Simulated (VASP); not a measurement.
Wanted: the native input for a VASP 6.6.1 run.

```yaml
Task: single point
Functional: LDA
Potentials_or_basis: VASP PAW LDA potentials, release 64 (Ca_sv, Mg)
Cutoff: 600 eV
k_mesh: 9 × 9 × 2
Occupations: fermi-dirac, width 0.1 eV
Spin: no spin polarisation
Dipole_correction: no
Further_INCAR_settings: ALGO = Normal; EDIFF = 1e-06; NBANDS = 23
```

The structure of CaMg2 lies in POSCAR:

```
CaMg2
1.0
    3.4682900000      0.0000000000      0.0000000000
   -1.7341450000      3.0036272477      0.0000000000
    0.0000000000      0.0000000000     16.7985200000
Ca Mg
2 4
Direct
    0.3333333333      0.6666666667      0.7500000000
    0.6666666667      0.3333333333      0.2500000000
    0.6666666667      0.3333333333      0.5790600000
    0.3333333333      0.6666666667      0.0790600000
    0.3333333333      0.6666666667      0.4209400000
    0.6666666667      0.3333333333      0.9209400000
```

These files were run (other wordings do the same):

INCAR

```
SYSTEM = CaMg2
PREC     = Accurate       ! precision mode
ENCUT    = 600            ! plane-wave cutoff, eV
EDIFF    = 1E-6           ! SCF threshold, eV
ISMEAR   = -1             ! smearing method
SIGMA    = 0.1            ! smearing width, eV
LREAL    = .False.        ! projectors in reciprocal space
LASPH    = .True.         ! aspherical terms in the spheres
NELM     = 120            ! most SCF steps
ALGO     = Normal         ! electronic algorithm
ISIF     = 2              ! what is computed and relaxed
LWAVE    = .False.        ! write WAVECAR
LCHARG   = .True.         ! write CHGCAR
GGA      = CA             ! functional
LELF     = .True.         ! ELF
LVHAR    = .True.       
NBANDS   = 23             ! bands
GGA_COMPAT= .False.
```

KPOINTS

```
regular mesh
0
Gamma
  9 9 2
  0 0 0
```

Potentials or basis: VASP PAW LDA potentials, release 64 (Ca_sv, Mg).

Launch:

```sh
$ cat potpaw_LDA.64/Ca_sv/POTCAR potpaw_LDA.64/Mg/POTCAR > POTCAR
$ mpirun -np 1 vasp_std > vasp.out
```

It gave:

- Pressure: -2.0 GPa
- Largest force: 0.066 eV/Å
- Band gap on the k mesh: zero (bands 14 and 15 overlap by 1.13 eV)

Run time: 96 s on 1 thread of Intel(R) Xeon(R) Platinum 8488C (Sapphire Rapids) (shared host), peak memory 0.32 GiB.
